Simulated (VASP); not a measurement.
# C in VASP: further runs

Runs on C. Level: PBEsol. Tasks: single point.

Program: VASP 6.6.1. These are calculated values, not measurements. Logs are shortened: lines on timing, memory, paths and dates and some standing lists are left out, and cuts for length are marked.

**1. The cell of the first run**

The cell holds a slab with vacuum, 2 atoms: a = 2.456 Å, b = 2.274 Å, c = 8.524 Å, α = 90.00°, β = 90.00°, γ = 122.68°.

**2. Single point, PBEsol (strain -0.1000 x Voigt [0, 1, 0, 0, 0, 0])**

The input, INCAR:

```
PREC = Accurate
ENCUT = 520
EDIFF = 1E-6
ISMEAR = 0
SIGMA = 0.15
LREAL = False
LASPH = True
NELM = 100
ALGO = Normal
ISIF = 2
LWAVE = False
LCHARG = False
GGA = PS
NBANDS = 11
```

The input, KPOINTS:

```
Automatic mesh
0
Gamma
  24 24 6
```

The input, POSCAR:

```
C
1.0
    2.4561701622      0.0000000000      0.0000000000
   -1.2280850811      1.9143951808      0.0000000000
    0.0000000000      0.0000000000      8.5238033600
C
2
Direct
    0.3333333333      0.6666666667      0.0000000000
    0.6666666667      0.3333333333      0.0000000000
```

Potentials or basis: VASP PAW PBE potentials, release 64 (C).

Launch:

```console
$ cat potpaw_PBE.64/C/POTCAR > POTCAR
$ mpirun -np 1 vasp_std > vasp.out
```

OUTCAR:

```text
PREC = Accurate
   ENCUT = 520
   EDIFF = 1E-6
   ISMEAR = 0
   LREAL = False
   LASPH = True
   NELM = 100
   ISIF = 2
   GGA = PS

 ion  position               nearest neighbor table
   1  0.333  0.667  0.000-   2 1.28   2 1.38   2 1.38
   2  0.667  0.333  0.000-   1 1.28   1 1.38   1 1.38

  Warning from LATTYP: Monoclinic adjustment (A1->A3, A2->A1, A3->A2)!
  LATTYP: Found a base centered orthorhombic cell.
 ALAT       =     2.4561701622
 B/A-ratio  =     1.5588457268
 C/A-ratio  =     3.4703635323

  Lattice vectors:

 A1 = (   1.2280850811,  -1.9143951808,   0.0000000000)
 A2 = (   1.2280850811,   1.9143951808,   0.0000000000)
 A3 = (   0.0000000000,   0.0000000000,   8.5238033600)

Analysis of symmetry for initial positions (statically):
=====================================================================
 Subroutine PRICEL returns:
 Original cell was already a primitive cell.

 Routine SETGRP: Setting up the symmetry group for a
 base centered orthorhombic supercell.

 Subroutine GETGRP returns: Found  8 space group operations
 (whereof  8 operations were pure point group operations)
 out of a pool of  8 trial point group operations.

The static configuration has the point symmetry D_2h.

Analysis of symmetry for dynamics (positions and initial velocities):
=====================================================================
 Subroutine PRICEL returns:
 Original cell was already a primitive cell.

 Routine SETGRP: Setting up the symmetry group for a
 base centered orthorhombic supercell.

 Subroutine GETGRP returns: Found  8 space group operations
 (whereof  8 operations were pure point group operations)
 out of a pool of  8 trial point group operations.

The dynamic configuration has the point symmetry D_2h.

 Subroutine INISYM returns: Found  8 space group operations
 (whereof  8 operations are pure point group operations),
 and found     1 'primitive' translations

----------------------------------------------------------------------------------------

                                     Primitive cell

  volume of cell :      40.0796

  direct lattice vectors                    reciprocal lattice vectors
     2.456170162  0.000000000  0.000000000     0.407137916  0.261179095  0.000000000
    -1.228085081  1.914395181  0.000000000     0.000000000  0.522358189  0.000000000
     0.000000000  0.000000000  8.523803360     0.000000000  0.000000000  0.117318521

  length of vectors
     2.456170162  2.274445399  8.523803360     0.483710452  0.522358189  0.117318521

  position of ions in fractional coordinates (direct lattice)
     0.333333333  0.666666667  0.000000000
     0.666666667  0.333333333  0.000000000

  ion indices of the primitive-cell ions
   primitive index   ion index
                 1           1
                 2           2

----------------------------------------------------------------------------------------

 KPOINTS: Automatic mesh

Automatic generation of k-mesh.
 Grid dimensions read from file:
 generate k-points for:   24   24    6

 Generating k-lattice:

  Cartesian coordinates                     Fractional coordinates (reciprocal lattice)
     0.016964080  0.010882462  0.000000000     0.041666667 -0.000000000  0.000000000
     0.000000000  0.021764925  0.000000000     0.000000000  0.041666667  0.000000000
     0.000000000  0.000000000  0.019553087     0.000000000  0.000000000  0.166666667

  Length of vectors
     0.020154602  0.021764925  0.019553087

  Shift w.r.t. Gamma in fractional coordinates (k-lattice)
     0.000000000  0.000000000  0.000000000

 Subroutine IBZKPT returns following result:
 ===========================================

 Found    628 irreducible k-points:

 Following reciprocal coordinates:
            Coordinates               Weight
  0.000000  0.000000  0.000000      1.000000
  0.041667  0.000000  0.000000      4.000000
  0.083333  0.000000  0.000000      4.000000
  0.125000  0.000000  0.000000      4.000000
  0.166667 -0.000000  0.000000      4.000000
  0.208333  0.000000  0.000000      4.000000
[... 16 lines left out ...]
  0.375000  0.041667  0.000000      4.000000
  0.416667  0.041667  0.000000      4.000000
 [... further k-points ...]
   k-points           NKPTS =    628   k-points in BZ     NKDIM =    628   number of bands    NBANDS=     11
   number of dos      NEDOS =    301   number of ions     NIONS =      2
   total plane-waves  NPLWV =  20736
   dimension x,y,z NGX =    18 NGY =   18 NGZ =   64
   dimension x,y,z NGXF=    36 NGYF=   36 NGZF=  128
   ions per type =               2
   NGX,Y,Z   is equivalent  to a cutoff of  12.18, 13.16, 12.48 a.u.
   NGXF,Y,Z  is equivalent  to a cutoff of  24.37, 26.31, 24.96 a.u.
 SYSTEM =  unknown system
   PREC   = accura    normal or accurate (medium, high low for compatibility)
   ISTART =      0    job   : 0-new  1-cont  2-samecut
   ICHARG =      2    charge: 1-file 2-atom 10-const
   ISPIN  =      1    spin polarized calculation?
   LNONCOLLINEAR =      F non collinear calculations
   LSORBIT =      F    spin-orbit coupling
   LASPH  =      T    aspherical Exc in radial PAW
   ENCUT  =  520.0 eV  38.22 Ry    6.18 a.u.   4.57  4.23 15.85*2*pi/ulx,y,z
   NELM   =    100;   NELMIN=  2; NELMDL= -5     # of ELM steps
   EDIFF  = 0.1E-05   stopping-criterion for ELM
   LREAL  =      F    real-space projection
   EDIFFG = 0.1E-04   stopping-criterion for IOM
   NSW    =      0    number of steps for IOM
   IBRION =     -1    ionic relax: 0-MD 1-quasi-New 2-CG
   NFREE  =      0    steps in history (QN), initial steepest desc. (CG)
   ISIF   =      2    stress and relaxation
   ISYM   =      2    0-nonsym 1-usesym 2-fastsym
   POTIM  = 0.5000    time-step for ionic-motion
   TEBEG  =    0.0;   TEEND  =   0.0 temperature during run
   PSTRESS=    0.0 pullay stress
   NELECT =       8.0000    total number of electrons
   NUPDOWN=      -1.0000    fix difference up-down
   EMIN   =  10.00;   EMAX   =-10.00  energy-range for DOS
   EFERMI =   0.00;   METHOD = LEGACY
   ISMEAR =     0;   SIGMA  =   0.15  broadening in eV -4-tet -1-fermi 0-gaus
   EFERMI_NEDOS =   21; number of points for ismear=-14 and -15
   IALGO  =     38    algorithm
   IMIX   =      4    mixing-type and parameters
     AMIX     =   0.40;   BMIX     =  1.00
     AMIX_MAG =   1.60;   BMIX_MAG =  1.00
  volume/ion in A,a.u.               =      20.04       135.24
  Fermi-wavevector in a.u.,A,eV,Ry     =   0.956747  1.807989 12.454289  0.915364
  Thomas-Fermi vector in A             =   2.085703
   LORBIT       =      0    0 simple, 1 ext, 2 COOP (PROOUT), +10 PAW based schemes
   GGA     = PS    functional components
   LHFCALC =     F    Hartree Fock is set to
   AEXX    =    0.0000 exact exchange contribution
   IVDW    =     0    specifies the selected vdW correction
   LEPSILON=     F    determine dielectric tensor
   LRPA    =     F    only Hartree local field effects (RPA)
 non-spin polarized calculation
 Gauss-broadening in eV      SIGMA  =   0.15
  energy-cutoff  :      520.00
  volume of cell :       40.08
 maximum number of plane-waves:      1100
   NGX =  9   NGY =  9   NGZ = 31

 number of electron       8.0000002 magnetization

 Free energy of the ion-electron system (eV)
  ---------------------------------------------------
  ext. energy  EPLUGINS =         0.00000000
  ---------------------------------------------------
  free energy    TOTEN  =       -18.49946390 eV

  energy without entropy =      -18.49945618  energy(sigma->0) =      -18.49946004

 E-fermi :   0.0480     XC(G=0):  -5.1058

 val. band max:       -0.2643529978   @ k =   0.2500   0.3750   0.0000
 cond. band min:       0.3606721264   @ k =   0.2500   0.3750   0.5000
 fundamental gap:      0.6250251242
 Fermi energy:         0.0479615358

 k-point     1 :       0.0000    0.0000    0.0000
  band No.  band energies     occupation
      1     -20.9550      2.00000
      2      -8.9325      2.00000
      3      -3.0427      2.00000
      4      -2.8250      2.00000
      5       2.5215      0.00000
      6       4.8850      0.00000
      7       6.3929      0.00000
      8       8.0947      0.00000
      9      10.0241      0.00000
     10      13.1380      0.00000
     11      13.4918      0.00000

 k-point     2 :       0.0417    0.0000    0.0000
  band No.  band energies     occupation
      1     -20.9120      2.00000
      2      -8.8792      2.00000
      3      -3.2139      2.00000
      4      -2.9464      2.00000
      5       2.5799      0.00000
      6       4.9436      0.00000
      7       6.4456      0.00000
      8       8.2608      0.00000
      9      10.1603      0.00000
     10      13.1663      0.00000
     11      13.3300      0.00000

 k-point     3 :       0.0833    0.0000    0.0000
  band No.  band energies     occupation
      1     -20.7833      2.00000
      2      -8.7196      2.00000
      3      -3.7774      2.00000
      4      -3.2025      2.00000
      5       2.7562      0.00000
      6       5.1191      0.00000
      7       6.6084      0.00000
      8       8.6976      0.00000
      9      10.5585      0.00000
     10      12.7371      0.00000
     11      13.3767      0.00000
[... 267 lines left out ...]
 k-point    23 :       0.3750    0.0417    0.0000
  band No.  band energies     occupation
      1     -17.0668      2.00000
      2     -12.2805      2.00000
      3      -5.9480      2.00000
      4      -4.4137      2.00000
      5       3.3390      0.00000
      6       8.0059      0.00000
      7      10.3686      0.00000
      8      10.7002      0.00000
      9      11.8466      0.00000
     10      14.3916      0.00000
     11      16.3883      0.00000

 k-point    24 :       0.4167    0.0417    0.0000
  band No.  band energies     occupation
      1     -16.2713      2.00000
      2     -13.3260      2.00000
      3      -6.1342      2.00000
      4      -3.7148      2.00000
      5       2.3372      0.00000
      6       9.1852      0.00000
      7      10.7566      0.00000
      8      11.5099      0.00000
      9      12.8971      0.00000
     10      13.0811      0.00000
     11      15.1558      0.00000

 [... further k-points ...]

------------------------ aborting loop because EDIFF is reached ----------------------------------------

  FORCE on cell =-STRESS in cart. coord.  units (eV):
  Direction    XX          YY          ZZ          XY          YZ          ZX
  --------------------------------------------------------------------------------------
  -------------------------------------------------------------------------------------
  Total        2.6167298     15.5202241     -0.0123539      0.0000000      0.0000000      0.0000000
  in kB      104.6034484    620.4190228     -0.4938450      0.0000000      0.0000000      0.0000000
  external PRESSURE =     241.5095420 kB  Pullay stress =       0.0000000 kB

 VOLUME and BASIS-vectors are now :
 -----------------------------------------------------------------------------
  energy-cutoff  :      520.00
  volume of cell :       40.08
      direct lattice vectors                 reciprocal lattice vectors
     2.456170162  0.000000000  0.000000000     0.407137916  0.261179095  0.000000000
    -1.228085081  1.914395181  0.000000000     0.000000000  0.522358189  0.000000000
     0.000000000  0.000000000  8.523803360     0.000000000  0.000000000  0.117318521

 POSITION                                       TOTAL-FORCE (eV/Angst)
 -----------------------------------------------------------------------------------
     -0.00000      1.27626      0.00000        -0.000000     -3.555464      0.000000
      1.22809      0.63813      0.00000         0.000000      3.555464      0.000000
 -----------------------------------------------------------------------------------
    total drift:                                0.000000     -0.000000      0.000000

  FREE ENERGIE OF THE ION-ELECTRON SYSTEM (eV)
  ---------------------------------------------------
  free  energy   TOTEN  =       -18.4994639032 eV

  energy  without entropy=      -18.4994561821  energy(sigma->0) =      -18.49946004
```

Run time: 100 s. Hardware: 1 thread of Intel Xeon 6975P-C (Granite Rapids), shared host; peak memory 0.31 GiB.

Results:

- Free energy: -18.4995 eV
- Largest force: 3.555 eV/Å
- Band gap on the k mesh: 0.63 eV, direct

Forces in eV/Å, atoms in the order of the input:
```
C    0.000 -3.555  0.000
C    0.000  3.555  0.000
```

Levels at points of the mesh, in eV from the valence-band top:
```csv
k point,band 1,band 2,band 3,band 4,band 5,band 6,band 7,band 8,band 9
"(0.00, 0.00, 0.00)",-20.69,-8.67,-2.78,-2.56,2.79,5.15,6.66,8.36,10.29
"(0.50, 0.00, 0.00)",-15.17,-14.09,-5.85,-3.01,1.95,10.75,11.19,11.43,13.46
"(0.00, 0.50, 0.00)",-14.31,-13.27,-7.91,-1.38,1.80,6.59,12.68,12.72,13.72
"(0.00, 0.00, 0.50)",-20.69,-8.67,-2.78,-2.56,3.49,3.60,8.36,8.74,10.29
"(0.50, 0.00, 0.50)",-15.17,-14.09,-5.85,-3.01,1.95,10.77,11.68,11.96,12.22
"(0.00, 0.50, 0.50)",-14.31,-13.27,-7.91,-1.38,1.80,6.59,13.14,13.15,13.23
```

Caveat: the cell differs from its parent crystal (strain -0.1000 x Voigt [0, 1, 0, 0, 0, 0]); the PAW data sets were made with another functional, which shifts forces and pressure a little.

**3. Single point, PBEsol (strain +0.1000 x Voigt [0, 1, 0, 0, 0, 0])**

The input, INCAR:

```
  PREC = Accurate
  ENCUT = 520
  EDIFF = 1E-6
  ISMEAR = 0
  SIGMA = 0.15
  LREAL = False
  LASPH = True
  NELM = 60
  ALGO = Normal
  ISIF = 2
  LWAVE = False
  LCHARG = True
  GGA = PS
  LELF = True
  LVHAR = True
  NBANDS = 11
```

KPOINTS is that of step 2.

The input, POSCAR:

```
C
1.0
    2.4561701622      0.0000000000      0.0000000000
   -1.2280850811      2.3398163321      0.0000000000
    0.0000000000      0.0000000000      8.5238033600
C
2
Direct
    0.3333333333      0.6666666667      0.0000000000
    0.6666666667      0.3333333333      0.0000000000
```

Potentials or basis: VASP PAW PBE potentials, release 64 (C).

Launch:

```console
$ cat potpaw_PBE.64/C/POTCAR > POTCAR
$ mpirun -np 1 vasp_std > vasp.out
```

It took 2.2 min on 1 thread of Intel Xeon Platinum 8559C (Emerald Rapids), shared host; peak memory 0.36 GiB.

Results (log left out):

- Free energy: -18.8194 eV
- Largest force: 0.033 eV/Å
- Band gap on the k mesh: 0.50 eV, direct

Forces on the atoms (eV/Å):
```
C    0.000 -0.033  0.000
C    0.000  0.033  0.000
```

Levels at points of the mesh, in eV from the valence-band top:
```tsv
k point	band 1	band 2	band 3	band 4	band 5	band 6	band 7	band 8
(0.00, 0.00, 0.00)	-18.28	-6.61	-3.10	-2.54	3.70	5.89	6.07	7.65
(0.50, 0.00, 0.00)	-13.10	-12.33	-6.20	-1.52	1.74	5.31	11.32	11.36
(0.00, 0.50, 0.00)	-14.44	-12.03	-4.86	-2.64	1.87	8.46	10.16	10.45
(0.00, 0.00, 0.50)	-18.28	-6.61	-3.10	-2.54	4.47	4.48	5.89	8.67
(0.50, 0.00, 0.50)	-13.10	-12.33	-6.20	-1.52	1.74	5.31	11.81	11.87
(0.00, 0.50, 0.50)	-14.44	-12.03	-4.86	-2.64	1.87	8.46	10.66	11.09
```

Caveat: the cell differs from its parent crystal (strain +0.1000 x Voigt [0, 1, 0, 0, 0, 0]); the PAW data sets were made with another functional, which shifts forces and pressure a little.
